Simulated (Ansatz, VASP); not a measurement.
**Two plane-wave programs on P**

```
P
1.0
     3.28437    0.00000    0.00000
     0.00000   34.87475    0.00000
     0.00000    0.00000    4.43691
P
4
Cartesian
  0.0000 33.8176 2.5850
  0.0000 1.0571 1.8519
  1.6422 1.0571 0.3666
  1.6422 33.8176 4.0703
```

Alike in both runs: functional PBEsol; k mesh 8 × 1 × 6; occupations gaussian, width 0.02 eV; no spin polarisation.

Ansatz relaxed the structure, and its values are those at the end. VASP's run is a single point on that final structure, the one shown.

|  | VASP | Ansatz |
| --- | --- | --- |
| version | VASP 6.6.1 | Ansatz 0.2.0 |
| potentials or method | VASP PAW PBE potentials, release 64 (P), cutoff 520 eV | scalar-relativistic, plane waves, PAW |
| valence electrons in the cell | 20 | 20 |

```tsv
	VASP	Ansatz	Ansatz less VASP
gap on the k mesh at the Fermi level (eV)	0.72	0.70	-0.016
least direct gap on the mesh (eV)	0.72	0.70	-0.016
rms of the force components (eV/Å)	0.012	0.002	-0.0102
```

VASP's potentials were made for PBE, not for PBEsol.
